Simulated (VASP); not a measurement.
# BiN in VASP: further runs

Aim: see how the results for BiN move with the level of theory and the settings. Levels: PBE, r2SCAN. Tasks: single point.

Everything below comes from runs of VASP 6.6.1. Logs are shortened: lines on timing, memory, paths and dates and some standing lists are left out, and cuts for length are marked.

**1. The cell of the first run**

Symmetry: Pmmn, No. 59, orthorhombic system. The conventional cell has a = 4.012 Å, b = 4.052 Å, c = 5.312 Å, α = 90.00°, β = 90.00°, γ = 90.00°. Within 3.0 Å of Bi (site symmetry mm2) lie 4 N at 2.29 to 2.31 Å. N (site symmetry mm2) has 4 Bi at 2.29 to 2.31 Å and 4 N at 2.85 Å within 3.0 Å.

**2. Single point, PBE**

Input file INCAR:

```
ALGO = Normal
EDIFF = 1E-7
ENCUT = 520
GGA = PE
ISIF = 2
ISMEAR = 0
LASPH = True
LCHARG = True
LELF = True
LREAL = False
LVHAR = True
LWAVE = False
NBANDS = 28
NELM = 80
PREC = Accurate
SIGMA = 0.05
```

Input file KPOINTS:

```
k-points
0
Gamma
  8 8 6
```

Input file POSCAR:

```
BiN
1.0
    4.0117820840      0.0000000000      0.0000000000
    0.0000000000      4.0523051354      0.0000000000
    0.0000000000      0.0000000000      5.3118893794
Bi N
2 2
Direct
    0.5000000000      0.0000000000      0.2086526736
    0.0000000000      0.5000000000      0.7913473264
    0.0000000000      0.0000000000      0.0000000000
    0.5000000000      0.5000000000      0.0000000000
```

Potentials or basis: VASP PAW PBE potentials, release 64 (Bi_d, N).

Command:

```
$ cat potpaw_PBE.64/Bi_d/POTCAR potpaw_PBE.64/N/POTCAR > POTCAR
$ mpirun -np 1 vasp_std > vasp.out
```

OUTCAR:

```text
EDIFF = 1E-7
   ENCUT = 520
   GGA = PE
   ISIF = 2
   ISMEAR = 0
   LASPH = True
   LREAL = False
   NELM = 80
   PREC = Accurate

 ion  position               nearest neighbor table
   1  0.500  0.000  0.209-   3 2.29   3 2.29   4 2.31   4 2.31   2 3.61   2 3.61   2 3.61   2 3.61

   2  0.000  0.500  0.791-   4 2.29   4 2.29   3 2.31   3 2.31   1 3.61   1 3.61   1 3.61   1 3.61

   3  0.000  0.000  0.000-   1 2.29   1 2.29   2 2.31   2 2.31
   4  0.500  0.500  0.000-   2 2.29   2 2.29   1 2.31   1 2.31

  LATTYP: Found a simple orthorhombic cell.
 ALAT       =     4.0117820840
 B/A-ratio  =     1.0101010101
 C/A-ratio  =     1.3240722622

  Lattice vectors:

 A1 = (   4.0117820840,   0.0000000000,   0.0000000000)
 A2 = (   0.0000000000,   4.0523051354,   0.0000000000)
 A3 = (   0.0000000000,   0.0000000000,   5.3118893794)

Analysis of symmetry for initial positions (statically):
=====================================================================
 Subroutine PRICEL returns:
 Original cell was already a primitive cell.

 Routine SETGRP: Setting up the symmetry group for a
 simple orthorhombic supercell.

 Subroutine GETGRP returns: Found  8 space group operations
 (whereof  4 operations were pure point group operations)
 out of a pool of  8 trial point group operations.

The static configuration has the point symmetry C_2v.
 The point group associated with its full space group is D_2h.

Analysis of symmetry for dynamics (positions and initial velocities):
=====================================================================
 Subroutine PRICEL returns:
 Original cell was already a primitive cell.

 Routine SETGRP: Setting up the symmetry group for a
 simple orthorhombic supercell.

 Subroutine GETGRP returns: Found  8 space group operations
 (whereof  4 operations were pure point group operations)
 out of a pool of  8 trial point group operations.

The dynamic configuration has the point symmetry C_2v.
 The point group associated with its full space group is D_2h.

 Subroutine INISYM returns: Found  8 space group operations
 (whereof  4 operations are pure point group operations),
 and found     1 'primitive' translations

----------------------------------------------------------------------------------------
[... 88 lines left out ...]
   PREC   = accura    normal or accurate (medium, high low for compatibility)
   ISTART =      0    job   : 0-new  1-cont  2-samecut
   ICHARG =      2    charge: 1-file 2-atom 10-const
   ISPIN  =      1    spin polarized calculation?
   LNONCOLLINEAR =      F non collinear calculations
   LSORBIT =      F    spin-orbit coupling
   LASPH  =      T    aspherical Exc in radial PAW
   ENCUT  =  520.0 eV  38.22 Ry    6.18 a.u.   7.46  7.53  9.88*2*pi/ulx,y,z
   NELM   =     80;   NELMIN=  2; NELMDL= -5     # of ELM steps
   EDIFF  = 0.1E-06   stopping-criterion for ELM
   LREAL  =      F    real-space projection
   EDIFFG = 0.1E-05   stopping-criterion for IOM
   NSW    =      0    number of steps for IOM
   IBRION =     -1    ionic relax: 0-MD 1-quasi-New 2-CG
   NFREE  =      0    steps in history (QN), initial steepest desc. (CG)
   ISIF   =      2    stress and relaxation
   ISYM   =      2    0-nonsym 1-usesym 2-fastsym
   POTIM  = 0.5000    time-step for ionic-motion
   TEBEG  =    0.0;   TEEND  =   0.0 temperature during run
   PSTRESS=    0.0 pullay stress
   NELECT =      40.0000    total number of electrons
   NUPDOWN=      -1.0000    fix difference up-down
   EMIN   =  10.00;   EMAX   =-10.00  energy-range for DOS
   EFERMI =   0.00;   METHOD = LEGACY
   ISMEAR =     0;   SIGMA  =   0.05  broadening in eV -4-tet -1-fermi 0-gaus
   EFERMI_NEDOS =   21; number of points for ismear=-14 and -15
   IALGO  =     38    algorithm
   IMIX   =      4    mixing-type and parameters
     AMIX     =   0.40;   BMIX     =  1.00
     AMIX_MAG =   1.60;   BMIX_MAG =  1.00
  volume/ion in A,a.u.               =      21.59       145.69
  Fermi-wavevector in a.u.,A,eV,Ry     =   1.266675  2.393669 21.830092  1.604467
  Thomas-Fermi vector in A             =   2.399864
   LORBIT       =      0    0 simple, 1 ext, 2 COOP (PROOUT), +10 PAW based schemes
   GGA     = PE    functional components
   LHFCALC =     F    Hartree Fock is set to
   AEXX    =    0.0000 exact exchange contribution
   IVDW    =     0    specifies the selected vdW correction
   LEPSILON=     F    determine dielectric tensor
   LRPA    =     F    only Hartree local field effects (RPA)
 non-spin polarized calculation
 Gauss-broadening in eV      SIGMA  =   0.05
  energy-cutoff  :      520.00
  volume of cell :       86.36
 maximum number of plane-waves:      2352
 NGX is ok and might be reduce to    30
   NGX = 15   NGY = 15   NGZ = 19

 number of electron      40.0000006 magnetization

 Free energy of the ion-electron system (eV)
  ---------------------------------------------------
  ext. energy  EPLUGINS =         0.00000000
  ---------------------------------------------------
  free energy    TOTEN  =       -21.96400109 eV

  energy without entropy =      -21.96290217  energy(sigma->0) =      -21.96345163

 E-fermi :   5.8804     XC(G=0):  -9.5869

 val. band max:        5.8685386109   @ k =   0.5000   0.5000   0.0000
 cond. band min:       5.8836843164   @ k =   0.0000   0.1250   0.5000
 fundamental gap:      0.0151457055
 Fermi energy:         5.8804390717

 k-point     1 :       0.0000    0.0000    0.0000
  band No.  band energies     occupation
      1     -16.9164      2.00000
      2     -16.8146      2.00000
      3     -16.8136      2.00000
      4     -16.7826      2.00000
      5     -16.7537      2.00000
      6     -16.7481      2.00000
[... 733 lines left out ...]
     27      13.1045      0.00000
     28      13.1045      0.00000

 [... further k-points ...]
[... 5 lines left out ...]
  --------------------------------------------------------------------------------------
  -------------------------------------------------------------------------------------
  Total        0.9428819      0.4662841      0.3095797      0.0000000      0.0000000      0.0000000
  in kB       17.4936079      8.6511280      5.7437369      0.0000000      0.0000000      0.0000000
  external PRESSURE =      10.6294909 kB  Pullay stress =       0.0000000 kB

 VOLUME and BASIS-vectors are now :
 -----------------------------------------------------------------------------
  energy-cutoff  :      520.00
  volume of cell :       86.36
      direct lattice vectors                 reciprocal lattice vectors
     4.011782084  0.000000000  0.000000000     0.249265782  0.000000000  0.000000000
     0.000000000  4.052305135  0.000000000     0.000000000  0.246773125  0.000000000
     0.000000000  0.000000000  5.311889379     0.000000000  0.000000000  0.188256932

 POSITION                                       TOTAL-FORCE (eV/Angst)
 -----------------------------------------------------------------------------------
      2.00589      0.00000      1.10834         0.000000      0.000000      0.155285
      0.00000      2.02615      4.20355         0.000000      0.000000     -0.155285
      0.00000      0.00000      0.00000         0.000000      0.000000     -0.116996
      2.00589      2.02615      0.00000         0.000000      0.000000      0.116996
 -----------------------------------------------------------------------------------
    total drift:                                0.000000      0.000000      0.000000

  FREE ENERGIE OF THE ION-ELECTRON SYSTEM (eV)
  ---------------------------------------------------
  free  energy   TOTEN  =       -21.9640010851 eV

  energy  without entropy=      -21.9629021680  energy(sigma->0) =      -21.96345163
```

Wall time 3.6 min (1 thread of Oxide Virtual Turin-like, shared host); peak memory 0.28 GiB.

Results:

```yaml
Free_energy: -21.9640 eV
Pressure: 1.1 GPa
Largest_force: 0.155 eV/Å
Band_gap_on_the_k_mesh: zero (band 20 reaches 5.87 eV, above the bottom of band 21 at 5.55 eV)
```

Forces in eV/Å, atoms in the order of the input:
```
Bi   0.000  0.000  0.155
Bi   0.000  0.000 -0.155
N    0.000  0.000 -0.117
N    0.000  0.000  0.117
```

Levels at points of the mesh, in eV from the Fermi level:
```
           k point  band 16  band 17  band 18  band 19  band 20  band 21  band 22  band 23  band 24  band 25
(0.00, 0.00, 0.00)    -4.98    -1.38    -1.29    -1.04    -0.47     0.89     2.18     4.04     4.21     4.99
(0.50, 0.00, 0.00)    -3.40    -3.27    -3.27    -2.13    -2.13     2.48     2.48     5.25     5.25     5.65
(0.00, 0.50, 0.00)    -3.40    -3.27    -3.27    -2.10    -2.10     2.45     2.45     5.37     5.37     5.57
(0.50, 0.50, 0.00)    -3.69    -2.87    -2.87    -0.01    -0.01     0.86     0.86     3.74     3.74     6.62
(0.00, 0.00, 0.50)    -4.87    -1.46    -1.38    -1.12    -1.09    -0.28     2.66     2.83     2.99     6.50
(0.50, 0.00, 0.50)    -3.78    -3.36    -3.36    -1.21    -1.21     2.92     2.92     4.82     4.82     4.97
(0.00, 0.50, 0.50)    -3.76    -3.37    -3.37    -1.15    -1.15     2.87     2.87     4.83     4.83     4.94
(0.50, 0.50, 0.50)    -4.12    -3.35    -3.35    -0.01    -0.01     3.42     3.42     3.49     3.49     5.27
```

Caveat: spin-orbit coupling is left out, which moves the levels of the heavy elements; this functional lacks dispersion, which binds the layers, so the pressure and a relaxed spacing across them are unreliable.

**3. Single point, r2SCAN**

This run uses another cell than the first one, of 21.81 Å³/atom, 1.010 times its volume.

Edit POSCAR of step 2 so:

```diff
@@ -2,3 +2,3 @@
 1.0
-    4.0117820840      0.0000000000      0.0000000000
+    4.0523051354      0.0000000000      0.0000000000
     0.0000000000      4.0523051354      0.0000000000
```

Input file INCAR.step1:

```
SYSTEM = BiN
PREC = Accurate
ENCUT = 520
ISMEAR = 0
SIGMA = 0.05
LREAL = .False.
LASPH = .True.
NELM = 100
NBANDS = 28
GGA = PE
ALGO = Normal
EDIFF = 1E-4
LWAVE = .True.
LCHARG = .False.
```

Input file INCAR.step2:

```
SYSTEM = BiN
PREC = Accurate
ENCUT = 520
EDIFF = 1E-6
ISMEAR = 0
SIGMA = 0.05
LREAL = .False.
LASPH = .True.
NELM = 100
ALGO = Normal
ISIF = 2
LWAVE = .False.
LCHARG = .True.
METAGGA = R2SCAN
LMIXTAU = .True.
LELF = .True.
LVHAR = .True.
NBANDS = 28
ISTART = 1
```

Input file KPOINTS:

```
Automatic mesh
0
Gamma
  8 8 6
  0 0 0
```

Potentials or basis: VASP PAW PBE potentials, release 64 (Bi_d, N).

Command:

```
$ cat potpaw_PBE.64/Bi_d/POTCAR potpaw_PBE.64/N/POTCAR > POTCAR
$ cp INCAR.step1 INCAR
$ mpirun -np 1 vasp_std > vasp.out
$ cp INCAR.step2 INCAR
$ mpirun -np 1 vasp_std > vasp.out
```

OUTCAR:

```text
SYSTEM = BiN
   PREC = Accurate
   ENCUT = 520
   EDIFF = 1E-6
   ISMEAR = 0
   LREAL = .False.
   LASPH = .True.
   NELM = 100
   ISIF = 2
   METAGGA = R2SCAN
   ISTART = 1

 ion  position               nearest neighbor table
   1  0.500  0.000  0.209-   3 2.31   4 2.31   4 2.31   3 2.31   2 3.62   2 3.62   2 3.62   2 3.62

   2  0.000  0.500  0.791-   3 2.31   4 2.31   3 2.31   4 2.31   1 3.62   1 3.62   1 3.62   1 3.62

   3  0.000  0.000  0.000-   1 2.31   2 2.31   2 2.31   1 2.31
   4  0.500  0.500  0.000-   1 2.31   2 2.31   1 2.31   2 2.31

  LATTYP: Found a simple tetragonal cell.
 ALAT       =     4.0523051354
 C/A-ratio  =     1.3108315396

  Lattice vectors:

 A1 = (   4.0523051354,   0.0000000000,   0.0000000000)
 A2 = (   0.0000000000,   4.0523051354,   0.0000000000)
 A3 = (   0.0000000000,   0.0000000000,   5.3118893794)

Analysis of symmetry for initial positions (statically):
=====================================================================
 Subroutine PRICEL returns:
 Original cell was already a primitive cell.

[... 169 lines left out ...]
  ext. energy  EPLUGINS =         0.00000000
  ---------------------------------------------------
  free energy    TOTEN  =      -132.96396345 eV

  energy without entropy =     -132.96326105  energy(sigma->0) =     -132.96361225

 E-fermi :   5.6001     XC(G=0): -10.1860

 val. band max:        5.5766738421   @ k =   0.5000   0.5000   0.0000
 cond. band min:       5.7470398755   @ k =   0.1250   0.0000   0.5000
 fundamental gap:      0.1703660334
 Fermi energy:         5.6001308008

 k-point     1 :       0.0000    0.0000    0.0000
  band No.  band energies     occupation
      1     -17.9058      2.00000
      2     -17.7768      2.00000
      3     -17.7768      2.00000
      4     -17.7355      2.00000
      5     -17.7226      2.00000
      6     -17.7029      2.00000
[... 733 lines left out ...]
     27      13.8041      0.00000
     28      13.8041      0.00000

 [... further k-points ...]
[... 5 lines left out ...]
  --------------------------------------------------------------------------------------
  -------------------------------------------------------------------------------------
  Total       -1.5578220     -1.5578220     -1.0138777      0.0000000      0.0000000      0.0000000
  in kB      -28.6137713    -28.6137713    -18.6227088      0.0000000      0.0000000      0.0000000
  external PRESSURE =     -25.2834171 kB  Pullay stress =       0.0000000 kB

 VOLUME and BASIS-vectors are now :
 -----------------------------------------------------------------------------
  energy-cutoff  :      520.00
  volume of cell :       87.23
      direct lattice vectors                 reciprocal lattice vectors
     4.052305135  0.000000000  0.000000000     0.246773125  0.000000000  0.000000000
     0.000000000  4.052305135  0.000000000     0.000000000  0.246773125  0.000000000
     0.000000000  0.000000000  5.311889379     0.000000000  0.000000000  0.188256932

 POSITION                                       TOTAL-FORCE (eV/Angst)
 -----------------------------------------------------------------------------------
      2.02615      0.00000      1.10834        -0.000000      0.000000     -0.263973
      0.00000      2.02615      4.20355         0.000000      0.000000      0.263973
      0.00000      0.00000      0.00000         0.000000      0.000000     -0.000000
      2.02615      2.02615      0.00000         0.000000      0.000000     -0.000000
 -----------------------------------------------------------------------------------
    total drift:                                0.000000      0.000000      0.000000

  FREE ENERGIE OF THE ION-ELECTRON SYSTEM (eV)
  ---------------------------------------------------
  free  energy   TOTEN  =      -132.9639634490 eV

  energy  without entropy=     -132.9632610476  energy(sigma->0) =     -132.96361225
```

OUTCAR.step1:

```text
SYSTEM = BiN
   PREC = Accurate
   ENCUT = 520
   ISMEAR = 0
   LREAL = .False.
   LASPH = .True.
   NELM = 100
[... 976 lines left out ...]
      0.00000      2.02615      4.20355         0.000000      0.000000     -0.036929
      0.00000      0.00000      0.00000         0.000000      0.000000      0.000000
      2.02615      2.02615      0.00000         0.000000     -0.000000      0.000000
 -----------------------------------------------------------------------------------
    total drift:                                0.000000      0.000000      0.000000

  FREE ENERGIE OF THE ION-ELECTRON SYSTEM (eV)
  ---------------------------------------------------
  free  energy   TOTEN  =       -21.9695327836 eV

  energy  without entropy=      -21.9683284141  energy(sigma->0) =      -21.96893060
```

OSZICAR.step1:

```text
N       E                     dE             d eps       ncg     rms          rms(c)
DAV:   1     0.438227186955E+03    0.43823E+03   -0.20624E+04  3376   0.169E+03
DAV:   2     0.295800755476E+02   -0.40865E+03   -0.39602E+03  3472   0.458E+02
DAV:   3    -0.249490952818E+02   -0.54529E+02   -0.53164E+02  4192   0.171E+02
DAV:   4    -0.275473165741E+02   -0.25982E+01   -0.25833E+01  3828   0.388E+01
DAV:   5    -0.276420949350E+02   -0.94778E-01   -0.94762E-01  4524   0.765E+00    0.132E+01
DAV:   6    -0.224587851014E+02    0.51833E+01   -0.41423E+01  4412   0.365E+01    0.632E+00
DAV:   7    -0.219899729807E+02    0.46881E+00   -0.52208E+00  3564   0.116E+01    0.289E+00
DAV:   8    -0.219964580866E+02   -0.64851E-02   -0.35627E-01  3852   0.319E+00    0.188E+00
DAV:   9    -0.219780467466E+02    0.18411E-01   -0.15250E-01  3704   0.192E+00    0.690E-01
DAV:  10    -0.219691053959E+02    0.89414E-02   -0.64713E-02  4328   0.137E+00    0.134E-01
DAV:  11    -0.219695573701E+02   -0.45197E-03   -0.59435E-03  3560   0.465E-01    0.134E-01
DAV:  12    -0.219695327836E+02    0.24587E-04   -0.69928E-04  3524   0.167E-01
   1 F= -.21969533E+02 E0= -.21968931E+02  d E =-.120437E-02
```

Wall time 8.5 min (1 thread of Oxide Virtual Turin-like, shared host); peak memory 0.24 GiB.

Results:

```yaml
Free_energy: -132.9640 eV
Pressure: -2.5 GPa
Largest_force: 0.264 eV/Å
Band_gap_on_the_k_mesh: zero (band 20 reaches 5.58 eV, above the bottom of band 21 at 5.34 eV)
```

Forces in eV/Å, atoms in the order of the input:
```
Bi   0.000  0.000 -0.264
Bi   0.000  0.000  0.264
N    0.000  0.000  0.000
N    0.000  0.000  0.000
```

Caveat: the PAW data sets were made with another functional, which shifts forces and pressure a little; spin-orbit coupling is left out, which moves the levels of the heavy elements.
